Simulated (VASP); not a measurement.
A run of VASP 6.6.1:

Contents of INCAR:

```
ALGO = Normal
EDIFF = 1E-6
ENCUT = 520
GGA = PE
ISIF = 2
ISMEAR = 1
ISPIN = 2
LASPH = T
LCHARG = F
LDAU = T
LDAUJ = 0 0 0
LDAUL = -1 2 -1
LDAUPRINT = 1
LDAUTYPE = 2
LDAUU = 0 6.47 0
LMAXMIX = 4
LORBIT = 11
LREAL = F
LWAVE = F
MAGMOM = 0 0 0 0 0 0 2 2 2 -2
NBANDS = 60
NELM = 150
PREC = Accurate
SIGMA = 0.0194
```

The input KPOINTS:

```
k-points
0
Gamma
  5 5 5
```

The input POSCAR:

```
VRuO3
1.0
    2.4743382700      4.2856776000      0.0000000000
   -2.4743382700      4.2856776000      0.0000000000
   -2.4743382700      1.4285562100      4.1725909100
O V Ru
6 2 2
Direct
    0.6650000000      0.0850000000      0.7500000000
    0.2500000000      0.9150000000      0.7500000000
    0.8350000000      0.5000000000      0.7500000000
    0.7500000000      0.0850000000      0.2500000000
    0.3350000000      0.9150000000      0.2500000000
    0.1650000000      0.5000000000      0.2500000000
    0.0000000000      0.0000000000      0.0000000000
    0.5000000000      0.0000000000      0.5000000000
    0.2500000000      0.5000000000      0.7500000000
    0.7500000000      0.5000000000      0.2500000000
```

Potentials or basis: VASP PAW PBE potentials, release 64 (O, V_sv, Ru_pv).

Run with:

```bash
$ cat potpaw_PBE.64/O/POTCAR potpaw_PBE.64/V_sv/POTCAR potpaw_PBE.64/Ru_pv/POTCAR > POTCAR
$ mpirun -np 1 vasp_std > vasp.out
```

Hardware: 1 thread of AMD EPYC 7R13, with other jobs on the host.

Question: Estimate the wall time of this run.

Answer: Run time: 54 min on 1 thread of AMD EPYC 7R13, on a shared host, peak memory 0.36 GiB. Counts: scf iterations 129, k points 19.
